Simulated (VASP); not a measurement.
# Al16Ni16H in VASP: single point with PBE+D3(BJ)

Aim: the single point of Al16Ni16H with PBE+D3(BJ).

Program: VASP 6.6.1. These are calculated values, not measurements. Logs are shortened: lines on timing, memory, paths and dates and some standing lists are left out, and cuts for length are marked.

## Step 1: The cell of the first run

The cell holds a slab with vacuum, 33 atoms: a = 5.715 Å, b = 8.082 Å, c = 25.062 Å, α = 90.00°, β = 90.00°, γ = 90.00°.

## Step 2: Single point, PBE+D3(BJ)

Input file INCAR:

```
PREC = Accurate ; ENCUT = 520
EDIFF = 1E-6 ; ISMEAR = 0
SIGMA = 0.1 ; LREAL = Auto
LASPH = T ; NELM = 120
ALGO = Normal ; ISIF = 2
LWAVE = F ; LCHARG = T
LDIPOL = T ; IDIPOL = 3
DIPOL = 0.5 0.5 0.465 ; GGA = PE
IVDW = 12 ; LVHAR = T
LVACPOTAV = T ; NBANDS = 126
GGA_COMPAT = F ; NELMDL = -8
KPAR = 4
```

Input file KPOINTS:

```
Automatic mesh
0
Gamma
  5 4 1
```

Input file POSCAR:

```
Al16Ni16H
1.0
    5.7148460094      0.0000000000      0.0000000000
    0.0000000000      8.0820127334      0.0000000000
    0.0000000000      0.0000000000     25.0615095501
Al Ni H
16 16 1
Direct
    0.0000000000      0.2500000000      0.3391655233
    0.0000000000      0.7500000000      0.3391655233
    0.5000000000      0.2500000000      0.3391655233
    0.5000000000      0.7500000000      0.3391655233
    0.0000000000      0.5000000000      0.4197872902
    0.0000000000      0.0000000000      0.4197872902
    0.5000000000      0.5000000000      0.4197872902
    0.5000000000      0.0000000000      0.4197872902
    0.0000584747      0.7479005291      0.5007095852
    0.0002657210      0.2484766275      0.4996629681
    0.5001775016      0.7483530466      0.5003954817
    0.5000619488      0.2480445266      0.5020841586
    0.0001419179     -0.0104535552      0.5840973515
    0.0002445561      0.5057875828      0.5841739692
    0.5003987957     -0.0004042396      0.5848605570
    0.5003111773      0.4959113958      0.5853478045
    0.2500000000      0.5000000000      0.3391655233
    0.2500000000      0.0000000000      0.3391655233
    0.7500000000      0.5000000000      0.3391655233
    0.7500000000      0.0000000000      0.3391655233
    0.2500000000      0.7500000000      0.4197872902
    0.2500000000      0.2500000000      0.4197872902
    0.7500000000      0.7500000000      0.4197872902
    0.7500000000      0.2500000000      0.4197872902
    0.2494070330     -0.0007947823      0.4999332311
    0.2503946731      0.4967950070      0.5000913714
    0.7509593908     -0.0007041214      0.4999290547
    0.7499481102      0.4967733160      0.5001041240
    0.2392390657      0.2483243841      0.5794835578
    0.2550394517      0.7478710342      0.5779089740
    0.7612446963      0.2484792943      0.5793656820
    0.7455413813      0.7479186424      0.5779854447
    1.0006278332      0.2161449068      0.6179328443
```

Potentials or basis: VASP PAW PBE potentials, release 64 (Al, Ni, H).

Command:

```sh
$ cat potpaw_PBE.64/Al/POTCAR potpaw_PBE.64/Ni/POTCAR potpaw_PBE.64/H/POTCAR > POTCAR
$ mpirun -np 4 vasp_std > vasp.out
```

OUTCAR:

```text
PREC = Accurate
   ENCUT = 520
   EDIFF = 1E-6
   ISMEAR = 0
   LREAL = Auto
   LASPH = T
   NELM = 120
   ISIF = 2
   GGA = PE
   IVDW = 12
   NELMDL = -8
 IVDW          = 12

 ion  position               nearest neighbor table
   1  0.000  0.250  0.339-  22 2.47  24 2.47  19 2.47  20 2.47  17 2.47  18 2.47   5 2.86   6 2.86
                             3 2.86   3 2.86
   2  0.000  0.750  0.339-  21 2.47  23 2.47  19 2.47  20 2.47  17 2.47  18 2.47   5 2.86   6 2.86
                             4 2.86   4 2.86
   3  0.500  0.250  0.339-  22 2.47  24 2.47  19 2.47  20 2.47  17 2.47  18 2.47   7 2.86   8 2.86
                             1 2.86   1 2.86
   4  0.500  0.750  0.339-  21 2.47  23 2.47  19 2.47  20 2.47  17 2.47  18 2.47   7 2.86   8 2.86
                             2 2.86   2 2.86
   5  0.000  0.500  0.420-  28 2.47  26 2.47  17 2.47  19 2.47  23 2.47  24 2.47  21 2.47  22 2.47
                             9 2.85  10 2.85   1 2.86   2 2.86   7 2.86   7 2.86
   6  0.000  0.000  0.420-  27 2.46  25 2.46  18 2.47  20 2.47  23 2.47  24 2.47  21 2.47  22 2.47
                            10 2.84   2 2.86   1 2.86   8 2.86   8 2.86   9 2.87
   7  0.500  0.500  0.420-  26 2.47  28 2.47  17 2.47  19 2.47  23 2.47  24 2.47  21 2.47  22 2.47
                            11 2.85   4 2.86   3 2.86   5 2.86   5 2.86  12 2.90
   8  0.500  0.000  0.420-  25 2.47  27 2.47  18 2.47  20 2.47  23 2.47  24 2.47  21 2.47  22 2.47
                             3 2.86   4 2.86   6 2.86   6 2.86  11 2.87  12 2.88
   9  0.000  0.748  0.501-  32 2.42  30 2.42  21 2.48  27 2.48  23 2.48  25 2.48  28 2.48  26 2.48
[... 32 lines left out ...]
                            30 2.82  29 2.83  21 2.84  27 2.85  22 2.85  27 2.87
  26  0.250  0.497  0.500-  10 2.46  12 2.47   7 2.47   5 2.47   9 2.48  11 2.48  14 2.55  16 2.57
                            30 2.81  29 2.83  22 2.83  28 2.85  28 2.86  21 2.87
  27  0.751  0.999  0.500-   6 2.46  10 2.47   8 2.47  12 2.47   9 2.48  11 2.48  13 2.55  15 2.57
                            32 2.82  31 2.83  23 2.84  25 2.85  24 2.85  25 2.87
  28  0.750  0.497  0.500-  10 2.46  12 2.47   7 2.47   5 2.47   9 2.48  11 2.48  14 2.55  16 2.57
                            32 2.82  31 2.82  24 2.83  26 2.85  26 2.86  23 2.87
  29  0.239  0.248  0.579-  33 1.69  10 2.42  12 2.45  14 2.49  16 2.50  13 2.50  15 2.51  31 2.73
                            26 2.83  25 2.83  31 2.98
  30  0.255  0.748  0.578-  11 2.40   9 2.42  13 2.44  14 2.44  15 2.48  16 2.48  32 2.80  26 2.81
                            25 2.82  32 2.91
  31  0.761  0.248  0.579-  33 1.70  10 2.42  12 2.45  14 2.49  16 2.50  13 2.50  15 2.51  29 2.73
                            28 2.82  27 2.83  29 2.98
  32  0.746  0.748  0.578-  11 2.40   9 2.42  13 2.44  14 2.44  15 2.48  16 2.48  30 2.80  28 2.82
                            27 2.82  30 2.91
  33  0.001  0.216  0.618-  29 1.69  31 1.70  13 2.02

  LATTYP: Found a simple orthorhombic cell.
 ALAT       =     5.7148460094
 B/A-ratio  =     1.4142135624
 C/A-ratio  =     4.3853341820

  Lattice vectors:

 A1 = (   5.7148460094,   0.0000000000,   0.0000000000)
 A2 = (   0.0000000000,   8.0820127334,   0.0000000000)
 A3 = (   0.0000000000,   0.0000000000,  25.0615095501)

Analysis of symmetry for initial positions (statically):
=====================================================================
 Subroutine PRICEL returns:
 Original cell was already a primitive cell.

 Routine SETGRP: Setting up the symmetry group for a
 simple orthorhombic supercell.

 Subroutine GETGRP returns: Found  1 space group operations
 (whereof  1 operations were pure point group operations)
 out of a pool of  8 trial point group operations.

The static configuration has the point symmetry C_1 .

Analysis of symmetry for dynamics (positions and initial velocities):
=====================================================================
 Subroutine PRICEL returns:
 Original cell was already a primitive cell.

 Routine SETGRP: Setting up the symmetry group for a
 simple orthorhombic supercell.

 Subroutine GETGRP returns: Found  1 space group operations
 (whereof  1 operations were pure point group operations)
 out of a pool of  8 trial point group operations.

The dynamic configuration has the point symmetry C_1 .

 Subroutine INISYM returns: Found  1 space group operations
 (whereof  1 operations are pure point group operations),
 and found     1 'primitive' translations

----------------------------------------------------------------------------------------

                                     Primitive cell

  volume of cell :    1157.5274

[... 95 lines left out ...]
     0.034996569  0.030932889  0.039901826

  Shift w.r.t. Gamma in fractional coordinates (k-lattice)
     0.000000000  0.000000000  0.000000000

 Subroutine IBZKPT returns following result:
 ===========================================

 Found     11 irreducible k-points:

 Following reciprocal coordinates:
            Coordinates               Weight
  0.000000  0.000000  0.000000      1.000000
  0.200000  0.000000  0.000000      2.000000
  0.400000  0.000000  0.000000      2.000000
  0.000000  0.250000  0.000000      2.000000
  0.200000  0.250000  0.000000      2.000000
  0.200000 -0.250000  0.000000      2.000000
  0.400000  0.250000  0.000000      2.000000
  0.400000 -0.250000  0.000000      2.000000
  0.000000  0.500000  0.000000      1.000000
  0.200000  0.500000  0.000000      2.000000
  0.400000  0.500000  0.000000      2.000000
   k-points           NKPTS =     11   k-points in BZ     NKDIM =     11   number of bands    NBANDS=    126
   number of dos      NEDOS =    301   number of ions     NIONS =     33
   total plane-waves  NPLWV = 552960
   dimension x,y,z NGX =    48 NGY =   60 NGZ =  192
   dimension x,y,z NGXF=    96 NGYF=  120 NGZF=  384
   ions per type =              16  16   1
   NGX,Y,Z   is equivalent  to a cutoff of  13.96, 12.34, 12.74 a.u.
   NGXF,Y,Z  is equivalent  to a cutoff of  27.93, 24.68, 25.47 a.u.
 SYSTEM =  unknown system
   PREC   = accura    normal or accurate (medium, high low for compatibility)
   ISTART =      0    job   : 0-new  1-cont  2-samecut
   ICHARG =      2    charge: 1-file 2-atom 10-const
   ISPIN  =      1    spin polarized calculation?
   LNONCOLLINEAR =      F non collinear calculations
   LSORBIT =      F    spin-orbit coupling
   LASPH  =      T    aspherical Exc in radial PAW
   ENCUT  =  520.0 eV  38.22 Ry    6.18 a.u.  10.63 15.03 46.60*2*pi/ulx,y,z
   NELM   =    120;   NELMIN=  2; NELMDL= -8     # of ELM steps
   EDIFF  = 0.1E-05   stopping-criterion for ELM
   LREAL  =      T    real-space projection
   EDIFFG = 0.1E-04   stopping-criterion for IOM
   NSW    =      0    number of steps for IOM
   IBRION =     -1    ionic relax: 0-MD 1-quasi-New 2-CG
   NFREE  =      0    steps in history (QN), initial steepest desc. (CG)
   ISIF   =      2    stress and relaxation
   ISYM   =      2    0-nonsym 1-usesym 2-fastsym
   POTIM  = 0.5000    time-step for ionic-motion
   TEBEG  =    0.0;   TEEND  =   0.0 temperature during run
   PSTRESS=    0.0 pullay stress
   NELECT =     209.0000    total number of electrons
   NUPDOWN=      -1.0000    fix difference up-down
   EMIN   =  10.00;   EMAX   =-10.00  energy-range for DOS
   EFERMI =   0.00;   METHOD = LEGACY
   ISMEAR =     0;   SIGMA  =   0.10  broadening in eV -4-tet -1-fermi 0-gaus
   EFERMI_NEDOS =   21; number of points for ismear=-14 and -15
   IALGO  =     38    algorithm
   IMIX   =      4    mixing-type and parameters
     AMIX     =   0.40;   BMIX     =  1.00
     AMIX_MAG =   1.60;   BMIX_MAG =  1.00
  volume/ion in A,a.u.               =      35.08       236.71
  Fermi-wavevector in a.u.,A,eV,Ry     =   0.925294  1.748552 11.648891  0.856169
  Thomas-Fermi vector in A             =   2.051133
   LORBIT       =      0    0 simple, 1 ext, 2 COOP (PROOUT), +10 PAW based schemes
   GGA     = PE    functional components
   LHFCALC =     F    Hartree Fock is set to
   AEXX    =    0.0000 exact exchange contribution
   IVDW    =    12    specifies the selected vdW correction
   LEPSILON=     F    determine dielectric tensor
   LRPA    =     F    only Hartree local field effects (RPA)
 non-spin polarized calculation
 Gauss-broadening in eV      SIGMA  =   0.10
  energy-cutoff  :      520.00
  volume of cell :     1157.53
 maximum number of plane-waves:     31226
 NGX is ok and might be reduce to    48
   NGX = 21   NGY = 31   NGZ = 93

 dipolmoment           0.000000      0.000000      0.248078 electrons x Angstroem

 number of electron     208.9999996 magnetization

 dipolmoment           0.000000      0.000000     -0.063171 electrons x Angstroem

 Free energy of the ion-electron system (eV)
  ---------------------------------------------------
  ext. energy  EPLUGINS =         0.00000000
  ---------------------------------------------------
  free energy    TOTEN  =      -163.10353744 eV

  energy without entropy =     -163.00816839  energy(sigma->0) =     -163.05585292

 E-fermi :   0.1475     XC(G=0):  -4.7685

 val. band max:        0.1420392722   @ k =   0.4000   0.2500   0.0000
 cond. band min:       0.1694827501   @ k =   0.2000   0.5000   0.0000
 fundamental gap:      0.0274434778
 Fermi energy:         0.1474709143

 k-point     1 :       0.0000    0.0000    0.0000
  band No.  band energies     occupation
      1     -10.6207      2.00000
      2      -9.2597      2.00000
      3      -8.4281      2.00000
      4      -8.3425      2.00000
      5      -7.5374      2.00000
      6      -7.0883      2.00000
[... 1298 lines left out ...]
    115       2.1206      0.00000
    116       2.2443      0.00000
 [bands above 116 left out]

------------------------ aborting loop because EDIFF is reached ----------------------------------------

 Edisp (eV)  -10.65368

 E8    (eV) :    -4.8663

  FORCE on cell =-STRESS in cart. coord.  units (eV):
  Direction    XX          YY          ZZ          XY          YZ          ZX
  --------------------------------------------------------------------------------------
  -------------------------------------------------------------------------------------
  Total     -16.39714   -12.43302     0.48335     0.00276     0.09991    -0.07329
  in kB     -22.69590   -17.20902     0.66903     0.00382     0.13828    -0.10144
  external pressure =      -13.08 kB  Pullay stress =        0.00 kB

 VOLUME and BASIS-vectors are now :
 -----------------------------------------------------------------------------
  energy-cutoff  :      520.00
  volume of cell :     1157.53
      direct lattice vectors                 reciprocal lattice vectors
     5.714846009  0.000000000  0.000000000     0.174982843  0.000000000  0.000000000
     0.000000000  8.082012733  0.000000000     0.000000000  0.123731555  0.000000000
     0.000000000  0.000000000 25.061509550     0.000000000  0.000000000  0.039901826

 POSITION                                       TOTAL-FORCE (eV/Angst)
 -----------------------------------------------------------------------------------
      0.00000      2.02050      8.50000         0.000119     -0.005077     -0.588361
      0.00000      6.06151      8.50000         0.000469     -0.001486     -0.618284
      2.85742      2.02050      8.50000         0.000306     -0.003245     -0.616963
      2.85742      6.06151      8.50000        -0.000128     -0.000505     -0.592238
      0.00000      4.04101     10.52050         0.001640     -0.017619     -0.347028
      0.00000      0.00000     10.52050         0.002461     -0.020523     -0.379368
[... 25 lines left out ...]
      4.26065      6.04469     14.48519         0.009926      0.005131     -0.002442
      0.00359      1.74689     15.48633        -0.011591     -0.007498      0.000959
 -----------------------------------------------------------------------------------
    total drift:                               -0.002553      0.003284     -0.018570

  FREE ENERGIE OF THE ION-ELECTRON SYSTEM (eV)
  ---------------------------------------------------
  free  energy   TOTEN  =      -173.7572155715 eV

  energy  without entropy=     -173.6618465271  energy(sigma->0) =     -173.70953105

 vacuum level on the upper side and lower side of the slab         4.812         5.060
```

It took 27 min on 4 MPI ranks of Intel Xeon 6975P-C (Granite Rapids), shared host; peak memory 1.8 GiB.

What came out:

* Free energy: -173.7572 eV
* Largest force: 0.618 eV/Å
* Band gap on the k mesh: zero (an odd number of electrons rules out a gap without spin polarisation)
* Dispersion energy per atom: -0.323 eV

Forces on the atoms (eV/Å):
```
Al   0.000 -0.005 -0.588
Al   0.000 -0.001 -0.618
Al   0.000 -0.003 -0.617
Al   0.000 -0.001 -0.592
Al   0.002 -0.018 -0.347
Al   0.002 -0.021 -0.379
Al   0.002 -0.044 -0.315
Al   0.002  0.012 -0.316
Al   0.002  0.005 -0.009
Al  -0.003  0.006  0.000
Al   0.001  0.006 -0.001
Al   0.002  0.003 -0.016
Al   0.007  0.026 -0.013
Al   0.003 -0.024 -0.013
Al  -0.006  0.003 -0.007
Al  -0.005 -0.004 -0.004
Ni  -0.002 -0.002  0.542
Ni   0.007  0.008  0.533
Ni   0.002 -0.002  0.543
Ni  -0.007  0.008  0.533
Ni  -0.017  0.007  0.404
Ni   0.054  0.003  0.389
Ni   0.020  0.007  0.404
Ni  -0.050  0.003  0.391
Ni  -0.014 -0.007  0.014
Ni  -0.017  0.018  0.014
Ni   0.011 -0.008  0.013
Ni   0.015  0.016  0.012
Ni  -0.006  0.003  0.009
Ni  -0.016  0.009  0.008
Ni   0.012 -0.003  0.029
Ni   0.010  0.005 -0.002
H   -0.012 -0.007  0.001
```

The gap in the log of VASP goes by the Fermi energy; the results here count the filled bands.